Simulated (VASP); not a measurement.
**Se: single point with PBEsol+D3(BJ)**

Se:

```
Se
1.0
     2.76077    0.00000    0.00000
     0.00000    2.76077    0.00000
     0.00000    0.00000    2.76077
Se
1
Direct
  0.00000 0.00000 0.00000
```

```yaml
Program: VASP 6.6.1
Task: single point
Functional: PBEsol
Dispersion: D3(BJ)
Potentials_or_basis: VASP PAW PBE potentials, release 64 (Se)
Cutoff: 520 eV
k_mesh: 9 × 9 × 9
Occupations: fermi-dirac, width 0.05 eV
Spin: no spin polarisation
Dipole_correction: no
Further_INCAR_settings: ALGO = Normal; EDIFF = 1e-07; NBANDS = 9
```

```
Pressure                   : 0.1 GPa
Band gap on the k mesh     : zero (band 3 reaches 8.52 eV, above the bottom of band 4 at 2.01 eV)
Dispersion energy per atom : -0.357 eV
```

Levels at points of the mesh, in eV from the Fermi level:
```
           k point  band 1  band 2  band 3  band 4  band 5  band 6  band 7
(0.00, 0.00, 0.00)  -16.72    1.50    1.50    1.50    7.60    7.60    8.05
```

Wall time 5.4 s on 1 thread of Intel Xeon 6975P-C, on a shared host, peak memory 0.14 GiB.

Caveat: the PAW data sets were made with another functional, which shifts forces and pressure a little; pairwise dispersion overbinds metals, which lowers pressure and volume.
